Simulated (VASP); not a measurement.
# Ag (Fm-3m) in VASP: settings compared

Aim: see how the results for Ag move with the level of theory and the settings. Levels: LDA, PBEsol. Tasks: electric field gradients.

Everything below comes from runs of VASP 6.6.1. Logs are shortened: lines on timing, memory, paths and dates and some standing lists are left out, and cuts for length are marked.

### Step 1. The cell of the first run

It takes space group Fm-3m (No. 225, cubic). Conventional cell: a = 4.086 Å, b = 4.086 Å, c = 4.086 Å, α = 90.00°, β = 90.00°, γ = 90.00°. Ag (site symmetry m-3m) has 12 Ag at 2.89 Å within 3.8 Å.

### Step 2. Electric field gradients, LDA

INCAR

```
SYSTEM = Ag
PREC = Accurate
ENCUT = 520
EDIFF = 1E-8
ISMEAR = -1
SIGMA = 0.03
LREAL = .False.
LASPH = .True.
NELM = 80
ALGO = Normal
ISIF = 2
LWAVE = .False.
LCHARG = .False.
LEFG = .True.
NBANDS = 12
```

KPOINTS

```
Automatic mesh
0
Gamma
  15 15 15
  0 0 0
```

POSCAR

```
Ag
1.0
    0.0000000000      2.0431000000      2.0431000000
    2.0431000000      0.0000000000      2.0431000000
    2.0431000000      2.0431000000      0.0000000000
Ag
1
Direct
    0.0000000000      0.0000000000      0.0000000000
```

Potentials or basis: VASP PAW LDA potentials, release 64 (Ag).

On the command line:

```console
$ cat potpaw_LDA.64/Ag/POTCAR > POTCAR
$ mpirun -np 1 vasp_std > vasp.out
```

OUTCAR:

```text
SYSTEM = Ag
   PREC = Accurate
   ENCUT = 520
   EDIFF = 1E-8
   ISMEAR = -1
   LREAL = .False.
   LASPH = .True.
   NELM = 80
   ISIF = 2

 ion  position               nearest neighbor table
   1  0.000  0.000  0.000-

  LATTYP: Found a face centered cubic cell.
 ALAT       =     4.0862000000

  Lattice vectors:

 A1 = (   0.0000000000,   2.0431000000,   2.0431000000)
 A2 = (   2.0431000000,   0.0000000000,   2.0431000000)
 A3 = (   2.0431000000,   2.0431000000,   0.0000000000)

Analysis of symmetry for initial positions (statically):
=====================================================================
 Subroutine PRICEL returns:
 Original cell was already a primitive cell.

 Routine SETGRP: Setting up the symmetry group for a
 face centered cubic supercell.

 Subroutine GETGRP returns: Found 48 space group operations
 (whereof 48 operations were pure point group operations)
 out of a pool of 48 trial point group operations.

The static configuration has the point symmetry O_h .

Analysis of symmetry for dynamics (positions and initial velocities):
=====================================================================
 Subroutine PRICEL returns:
 Original cell was already a primitive cell.

 Routine SETGRP: Setting up the symmetry group for a
 face centered cubic supercell.

 Subroutine GETGRP returns: Found 48 space group operations
 (whereof 48 operations were pure point group operations)
 out of a pool of 48 trial point group operations.

The dynamic configuration has the point symmetry O_h .

 Subroutine INISYM returns: Found 48 space group operations
 (whereof 48 operations are pure point group operations),
 and found     1 'primitive' translations

----------------------------------------------------------------------------------------

                                     Primitive cell

  volume of cell :      17.0569

  direct lattice vectors                    reciprocal lattice vectors
     0.000000000  2.043100000  2.043100000    -0.244726151  0.244726151  0.244726151
     2.043100000  0.000000000  2.043100000     0.244726151 -0.244726151  0.244726151
     2.043100000  2.043100000  0.000000000     0.244726151  0.244726151 -0.244726151

  length of vectors
     2.889379729  2.889379729  2.889379729     0.423878128  0.423878128  0.423878128

  position of ions in fractional coordinates (direct lattice)
     0.000000000  0.000000000  0.000000000

  ion indices of the primitive-cell ions
   primitive index   ion index
                 1           1

----------------------------------------------------------------------------------------

 KPOINTS: Automatic mesh

Automatic generation of k-mesh.
 Grid dimensions read from file:
 generate k-points for:   15   15   15

 Generating k-lattice:

  Cartesian coordinates                     Fractional coordinates (reciprocal lattice)
    -0.016315077  0.016315077  0.016315077     0.066666667  0.000000000  0.000000000
     0.016315077 -0.016315077  0.016315077     0.000000000  0.066666667  0.000000000
     0.016315077  0.016315077 -0.016315077     0.000000000  0.000000000  0.066666667

  Length of vectors
     0.028258542  0.028258542  0.028258542

  Shift w.r.t. Gamma in fractional coordinates (k-lattice)
     0.000000000  0.000000000  0.000000000

 Subroutine IBZKPT returns following result:
 ===========================================

 Found    120 irreducible k-points:

 Following reciprocal coordinates:
            Coordinates               Weight
  0.000000  0.000000  0.000000      1.000000
  0.066667  0.000000  0.000000      8.000000
  0.133333  0.000000  0.000000      8.000000
  0.200000  0.000000  0.000000      8.000000
  0.266667  0.000000  0.000000      8.000000
  0.333333  0.000000  0.000000      8.000000
[... 16 lines left out ...]
  0.133333  0.133333  0.000000      6.000000
  0.200000  0.133333  0.000000     24.000000
 [... further k-points ...]
   k-points           NKPTS =    120   k-points in BZ     NKDIM =    120   number of bands    NBANDS=     12
   number of dos      NEDOS =    301   number of ions     NIONS =      1
   total plane-waves  NPLWV =  13824
   dimension x,y,z NGX =    24 NGY =   24 NGZ =   24
   dimension x,y,z NGXF=    48 NGYF=   48 NGZF=   48
   ions per type =               1
   NGX,Y,Z   is equivalent  to a cutoff of  13.81, 13.81, 13.81 a.u.
   NGXF,Y,Z  is equivalent  to a cutoff of  27.62, 27.62, 27.62 a.u.
 SYSTEM =  Ag
   PREC   = accura    normal or accurate (medium, high low for compatibility)
   ISTART =      0    job   : 0-new  1-cont  2-samecut
   ICHARG =      2    charge: 1-file 2-atom 10-const
   ISPIN  =      1    spin polarized calculation?
   LNONCOLLINEAR =      F non collinear calculations
   LSORBIT =      F    spin-orbit coupling
   LASPH  =      T    aspherical Exc in radial PAW
   ENCUT  =  520.0 eV  38.22 Ry    6.18 a.u.   5.37  5.37  5.37*2*pi/ulx,y,z
   NELM   =     80;   NELMIN=  2; NELMDL= -5     # of ELM steps
   EDIFF  = 0.1E-07   stopping-criterion for ELM
   LREAL  =      F    real-space projection
   EDIFFG = 0.1E-06   stopping-criterion for IOM
   NSW    =      0    number of steps for IOM
   IBRION =     -1    ionic relax: 0-MD 1-quasi-New 2-CG
   NFREE  =      0    steps in history (QN), initial steepest desc. (CG)
   ISIF   =      2    stress and relaxation
   ISYM   =      2    0-nonsym 1-usesym 2-fastsym
   POTIM  = 0.5000    time-step for ionic-motion
   TEBEG  =    0.0;   TEEND  =   0.0 temperature during run
   PSTRESS=    0.0 pullay stress
   NELECT =      11.0000    total number of electrons
   NUPDOWN=      -1.0000    fix difference up-down
   EMIN   =  10.00;   EMAX   =-10.00  energy-range for DOS
   EFERMI =   0.00;   METHOD = LEGACY
   ISMEAR =    -1;   SIGMA  =   0.03  broadening in eV -4-tet -1-fermi 0-gaus
   EFERMI_NEDOS =   21; number of points for ismear=-14 and -15
   IALGO  =     38    algorithm
   IMIX   =      4    mixing-type and parameters
     AMIX     =   0.40;   BMIX     =  1.00
     AMIX_MAG =   1.60;   BMIX_MAG =  1.00
  volume/ion in A,a.u.               =      17.06       115.11
  Fermi-wavevector in a.u.,A,eV,Ry     =   1.414402  2.672832 27.218893  2.000532
  Thomas-Fermi vector in A             =   2.535948
   LORBIT       =      0    0 simple, 1 ext, 2 COOP (PROOUT), +10 PAW based schemes
   GGA     = CA    functional components
   LHFCALC =     F    Hartree Fock is set to
   AEXX    =    0.0000 exact exchange contribution
   IVDW    =     0    specifies the selected vdW correction
   LEPSILON=     F    determine dielectric tensor
   LRPA    =     F    only Hartree local field effects (RPA)
 non-spin polarized calculation
  energy-cutoff  :      520.00
  volume of cell :       17.06
 maximum number of plane-waves:       477
 NGX is ok and might be reduce to    24
   NGX = 11   NGY = 11   NGZ = 11

 number of electron      10.9999999 magnetization

 Free energy of the ion-electron system (eV)
  ---------------------------------------------------
  ext. energy  EPLUGINS =         0.00000000
  ---------------------------------------------------
  free energy    TOTEN  =        -3.75480531 eV

  energy without entropy =       -3.75333547  energy(sigma->0) =       -3.75407039

 E-fermi :   8.2849     XC(G=0): -12.5818

 val. band max:        8.2751581306   @ k =  -0.3333   0.2000   0.0000
 cond. band min:       8.3071324242   @ k =  -0.4000   0.1333   0.0000
 fundamental gap:      0.0319742936
 Fermi energy:         8.2849224800

 k-point     1 :       0.0000    0.0000    0.0000
  band No.  band energies     occupation
      1       0.3161      2.00000
      2       3.3652      2.00000
      3       3.3652      2.00000
      4       3.3652      2.00000
      5       4.4185      2.00000
      6       4.4185      2.00000
      7      24.1624      0.00000
      8      27.6608      0.00000
      9      27.6608      0.00000
     10      27.6608      0.00000
     11      32.6802      0.00000
     12      33.6528      0.00000

 k-point     2 :       0.0667    0.0000    0.0000
  band No.  band energies     occupation
      1       0.4549      2.00000
      2       3.3329      2.00000
      3       3.4039      2.00000
      4       3.4039      2.00000
      5       4.4037      2.00000
      6       4.4037      2.00000
      7      24.1848      0.00000
      8      26.5493      0.00000
      9      27.7187      0.00000
     10      27.7187      0.00000
     11      32.5584      0.00000
     12      33.4714      0.00000
[... 316 lines left out ...]
 k-point    24 :       0.2000    0.1333    0.0000
  band No.  band energies     occupation
      1       1.4554      2.00000
      2       2.9677      2.00000
      3       3.7285      2.00000
      4       3.7621      2.00000
      5       4.1640      2.00000
      6       4.6109      2.00000
      7      23.2120      0.00000
      8      24.8335      0.00000
      9      25.1405      0.00000
     10      26.6925      0.00000
     11      30.1491      0.00000
     12      33.3586      0.00000

 [... further k-points ...]
[... 5 lines left out ...]
  --------------------------------------------------------------------------------------
  -------------------------------------------------------------------------------------
  Total       -0.7775341     -0.7775341     -0.7775341      0.0000000      0.0000000      0.0000000
  in kB      -73.0350212    -73.0350212    -73.0350212      0.0000000      0.0000000      0.0000000
  external PRESSURE =     -73.0350212 kB  Pullay stress =       0.0000000 kB

 VOLUME and BASIS-vectors are now :
 -----------------------------------------------------------------------------
  energy-cutoff  :      520.00
  volume of cell :       17.06
      direct lattice vectors                 reciprocal lattice vectors
     0.000000000  2.043100000  2.043100000    -0.244726151  0.244726151  0.244726151
     2.043100000  0.000000000  2.043100000     0.244726151 -0.244726151  0.244726151
     2.043100000  2.043100000  0.000000000     0.244726151  0.244726151 -0.244726151

 POSITION                                       TOTAL-FORCE (eV/Angst)
 -----------------------------------------------------------------------------------
      0.00000      0.00000      0.00000         0.000000      0.000000      0.000000
 -----------------------------------------------------------------------------------
    total drift:                               -0.000000      0.000000     -0.000000

  FREE ENERGIE OF THE ION-ELECTRON SYSTEM (eV)
  ---------------------------------------------------
  free  energy   TOTEN  =        -3.7548053082 eV

  energy  without entropy=       -3.7533354696  energy(sigma->0) =       -3.75407039

 Electric field gradients (V/A^2)
---------------------------------------------------------------------
 ion       V_xx      V_yy      V_zz      V_xy      V_xz      V_yz
---------------------------------------------------------------------
   1       0.000     0.000     0.000     0.001     0.001     0.001
---------------------------------------------------------------------

 Electric field gradients after diagonalization (V/A^2)
 (convention: |V_zz| > |V_xx| > |V_yy|)
----------------------------------------------------------------------
 ion       V_xx      V_yy      V_zz     asymmetry (V_yy - V_xx)/ V_zz
----------------------------------------------------------------------
   1      -0.001    -0.001     0.001       0.000
----------------------------------------------------------------------

           NMR quadrupolar parameters

 Cq : quadrupolar parameter    Cq=e*Q*V_zz/h
 eta: asymmetry parameters     (V_yy - V_xx)/ V_zz
 Q  : nuclear electric quadrupole moment in mb (millibarn)
----------------------------------------------------------------------
 ion       Cq(MHz)       eta       Q (mb)
----------------------------------------------------------------------
   1       0.000       0.000       1.000
----------------------------------------------------------------------
```

It took 33 s on 1 thread of AMD EPYC 7R13 (Zen 3), shared host; peak memory 0.11 GiB.

Results:

```
Free energy : -3.7548 eV
Pressure    : -7.3 GPa
```

Caveat: without QUAD_EFG the Cq values of the log hold for a quadrupole moment of 1 mb, not for the nuclei.

### Step 3. Electric field gradients, PBEsol

INCAR

```
PREC     = Accurate       # precision mode
ENCUT    = 520            # plane-wave cutoff, eV
EDIFF    = 1E-8           # SCF threshold, eV
ISMEAR   = -1             # smearing method
SIGMA    = 0.03           # smearing width, eV
LREAL    = False          # projectors in reciprocal space
LASPH    = True           # aspherical terms in the spheres
NELM     = 100            # most SCF steps
ALGO     = Normal         # electronic algorithm
ISIF     = 2              # what is computed and relaxed
LWAVE    = False          # write WAVECAR
LCHARG   = False          # write CHGCAR
GGA      = PS             # functional
LEFG     = True         
NBANDS   = 12             # bands
```

KPOINTS

```
regular mesh
0
Gamma
  15 15 15
```

POSCAR is that of step 2.

Potentials or basis: VASP PAW PBE potentials, release 64 (Ag).

On the command line:

```console
$ cat potpaw_PBE.64/Ag/POTCAR > POTCAR
$ mpirun -np 1 vasp_std > vasp.out
```

OUTCAR:

```text
PREC = Accurate
   ENCUT = 520
   EDIFF = 1E-8
   ISMEAR = -1
   LREAL = False
   LASPH = True
   NELM = 100
   ISIF = 2
   GGA = PS

 ion  position               nearest neighbor table
   1  0.000  0.000  0.000-

  LATTYP: Found a face centered cubic cell.
 ALAT       =     4.0862000000

  Lattice vectors:

 A1 = (   0.0000000000,   2.0431000000,   2.0431000000)
 A2 = (   2.0431000000,   0.0000000000,   2.0431000000)
 A3 = (   2.0431000000,   2.0431000000,   0.0000000000)

Analysis of symmetry for initial positions (statically):
=====================================================================
 Subroutine PRICEL returns:
 Original cell was already a primitive cell.

 Routine SETGRP: Setting up the symmetry group for a
 face centered cubic supercell.
[... 541 lines left out ...]
  in kB      -29.4623524    -29.4623524    -29.4623524      0.0000000      0.0000000     -0.0000000
  external PRESSURE =     -29.4623524 kB  Pullay stress =       0.0000000 kB

 VOLUME and BASIS-vectors are now :
 -----------------------------------------------------------------------------
  energy-cutoff  :      520.00
  volume of cell :       17.06
      direct lattice vectors                 reciprocal lattice vectors
     0.000000000  2.043100000  2.043100000    -0.244726151  0.244726151  0.244726151
     2.043100000  0.000000000  2.043100000     0.244726151 -0.244726151  0.244726151
     2.043100000  2.043100000  0.000000000     0.244726151  0.244726151 -0.244726151

 POSITION                                       TOTAL-FORCE (eV/Angst)
 -----------------------------------------------------------------------------------
      0.00000      0.00000      0.00000        -0.000000      0.000000     -0.000000
 -----------------------------------------------------------------------------------
    total drift:                               -0.000000      0.000000      0.000000

  FREE ENERGIE OF THE ION-ELECTRON SYSTEM (eV)
  ---------------------------------------------------
  free  energy   TOTEN  =        -3.3023667224 eV

  energy  without entropy=       -3.3008805975  energy(sigma->0) =       -3.30162366

 Electric field gradients (V/A^2)
---------------------------------------------------------------------
 ion       V_xx      V_yy      V_zz      V_xy      V_xz      V_yz
---------------------------------------------------------------------
   1      -0.000    -0.000     0.000     0.001     0.001     0.001
---------------------------------------------------------------------

 Electric field gradients after diagonalization (V/A^2)
 (convention: |V_zz| > |V_xx| > |V_yy|)
----------------------------------------------------------------------
 ion       V_xx      V_yy      V_zz     asymmetry (V_yy - V_xx)/ V_zz
----------------------------------------------------------------------
   1      -0.001    -0.001     0.001       0.000
----------------------------------------------------------------------

           NMR quadrupolar parameters

 Cq : quadrupolar parameter    Cq=e*Q*V_zz/h
 eta: asymmetry parameters     (V_yy - V_xx)/ V_zz
 Q  : nuclear electric quadrupole moment in mb (millibarn)
----------------------------------------------------------------------
 ion       Cq(MHz)       eta       Q (mb)
----------------------------------------------------------------------
   1       0.000       0.000       1.000
----------------------------------------------------------------------
```

OSZICAR:

```text
N       E                     dE             d eps       ncg     rms          rms(c)
DAV:   1     0.519974213115E+02    0.51997E+02   -0.54997E+03  2896   0.832E+02
DAV:   2    -0.281787598661E+01   -0.54815E+02   -0.51704E+02  3316   0.193E+02
DAV:   3    -0.365479804699E+01   -0.83692E+00   -0.83641E+00  3424   0.254E+01
DAV:   4    -0.365729709180E+01   -0.24990E-02   -0.24990E-02  3304   0.147E+00
DAV:   5    -0.365731584590E+01   -0.18754E-04   -0.18754E-04  3432   0.113E-01    0.555E+00
DAV:   6    -0.331601358640E+01    0.34130E+00   -0.13958E+00  3092   0.105E+01    0.332E+00
DAV:   7    -0.330637894075E+01    0.96346E-02   -0.99413E-03  3392   0.939E-01    0.190E+00
DAV:   8    -0.330235698722E+01    0.40220E-02   -0.73394E-04  3304   0.184E-01    0.942E-02
DAV:   9    -0.330236512109E+01   -0.81339E-05   -0.10224E-05  3368   0.230E-02    0.199E-02
DAV:  10    -0.330236692248E+01   -0.18014E-05   -0.23219E-06  3380   0.125E-02    0.366E-03
DAV:  11    -0.330236674609E+01    0.17639E-06   -0.73315E-08  3348   0.218E-03    0.666E-04
DAV:  12    -0.330236671888E+01    0.27214E-07   -0.17663E-09  1976   0.391E-04    0.853E-05
DAV:  13    -0.330236672236E+01   -0.34809E-08   -0.50829E-11  1720   0.670E-05
   1 F= -.33023667E+01 E0= -.33016237E+01  d E =-.148612E-02
```

It used 26 s of CPU time on 1 thread of AMD EPYC 7R13 Processor (Zen 3), on a shared host.

Results:

```
Free energy : -3.3024 eV
Pressure    : -2.9 GPa
```

Levels at points of the mesh, in eV from the Fermi level:
| k point | band 2 | band 3 | band 4 | band 5 | band 6 | band 7 | band 8 | band 9 | band 10 | band 11 |
| --- | --- | --- | --- | --- | --- | --- | --- | --- | --- | --- |
| (0.00, 0.00, 0.00) | -4.91 | -4.91 | -4.91 | -3.86 | -3.86 | 15.85 | 19.42 | 19.42 | 19.42 | 24.24 |

Caveat: without QUAD_EFG the Cq values of the log hold for a quadrupole moment of 1 mb, not for the nuclei; the PAW data sets were made with another functional, which shifts forces and pressure a little.
